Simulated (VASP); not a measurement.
Set up this calculation in VASP 6.6.1, as the native input.

* Task: single point
* Functional: PBEsol
* Potentials or basis: VASP PAW PBE potentials, release 64 (Ir_sv_GW)
* Cutoff: 560 eV
* k mesh: 15 × 15 × 8
* Occupations: fermi-dirac, width 0.1 eV
* Spin: no spin polarisation
* Dipole correction: no
* Further INCAR settings: ALGO = Normal; EDIFF = 1e-06; NBANDS = 24

The structure of Ir lies in POSCAR:

```
Ir
1.0
    2.7191415113      0.0000000000      0.0000000000
   -1.3595707557      2.3548456253      0.0000000000
    0.0000000000      0.0000000000      4.4130191885
Ir
2
Direct
    0.3333333333      0.6666666667      0.2500000000
    0.6666666667      0.3333333333      0.7500000000
```

This isn't the form of Ir at room conditions, which is fcc.

One way to write it, as run:

INCAR

```
ALGO = Normal ; EDIFF = 1E-6
ENCUT = 560 ; GGA = PS
GGA_COMPAT = False ; ISIF = 2
ISMEAR = -1 ; LASPH = True
LCHARG = True ; LELF = True
LREAL = False ; LVHAR = True
LWAVE = False ; NBANDS = 24
NELM = 120 ; PREC = Accurate
SIGMA = 0.1
```

KPOINTS

```
k-points
0
Gamma
  15 15 8
```

Potentials or basis: VASP PAW PBE potentials, release 64 (Ir_sv_GW).

Launch:

```bash
$ cat potpaw_PBE.64/Ir_sv_GW/POTCAR > POTCAR
$ mpirun -np 1 vasp_std > vasp.out
```

It gave:

The pressure is -2.0 GPa and the band gap on the k mesh is zero (bands 17 and 18 overlap by 3.32 eV).

Caveat: the PAW data sets were made with another functional, which shifts forces and pressure a little; spin-orbit coupling is left out, which moves the levels of the heavy elements.

Wall time 41 s on 1 thread of Intel(R) Xeon(R) 6975P-C (Granite Rapids), on a shared host, peak memory 0.22 GiB.
